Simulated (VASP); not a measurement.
Runs of VASP 6.6.1 on KF. The structure is that of space group P4/mmm (No. 123), or close to it. The cells are those of the table. 

```csv
cell,gap on the mesh (eV),pressure (GPa)
"a = 3.762, b = 3.762, c = 2.445 Å, 2 atoms",3.32,(a)
"a = 3.440, b = 3.440, c = 2.924 Å, 2 atoms",(b),-5.4
"a = 3.351, b = 3.351, c = 3.083 Å, 2 atoms",(d),-5.6
"a = 3.658, b = 3.658, c = 2.586 Å, 2 atoms",4.14,-2.7
"a = 3.157, b = 3.157, c = 3.473 Å, 2 atoms",5.71,-5.7
"a = 3.067, b = 3.067, c = 3.680 Å, 2 atoms",(c),-5.6
"a = 3.540, b = 3.540, c = 2.761 Å, 2 atoms",4.85,-4.7
```

Alike in all rows: task single point; level LDA; potentials or basis VASP PAW LDA potentials, release 64 (K_sv, F); no spin polarisation; k mesh 8 × 8 × 8; cutoff (eV) 520; smearing gaussian 0.05 eV.

Task: Fill in the values left out.

Result: (a) 0.6; (b) 5.32; (c) 5.34; (d) 5.66.

A k mesh can miss the band edges.
